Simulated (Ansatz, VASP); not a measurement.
One calculation of Ge, two programs

```xyz
2
Lattice="0.0000 2.8289 2.8289 2.8289 0.0000 2.8289 2.8289 2.8289 0.0000" Properties=species:S:1:pos:R:3 pbc="T T T"
Ge    0.0000    0.0000    0.0000
Ge    1.4145    1.4145    1.4145
```

Alike in both runs: task single point; functional PBEsol; k mesh 10 × 10 × 10; occupations gaussian, width 0.05 eV; no spin polarisation.

```csv
,VASP,Ansatz
version,VASP 6.6.1,Ansatz 0.2.0
potentials or method,"VASP PAW PBE potentials, release 64 (Ge_d), cutoff 520 eV","scalar-relativistic, plane waves, PAW"
valence electrons in the cell,28,28
```

```tsv
	VASP	Ansatz	Ansatz less VASP
gap on the k mesh at the Fermi level (eV)	none	none	-
pressure (GPa)	0.6	0.6	+0.09
```

VASP's potentials were made for PBE, not for PBEsol. A gap of «none» marks a metal or a gap that the smearing closes. The functional is the same, so the differences come from potentials, cutoffs and numerics.
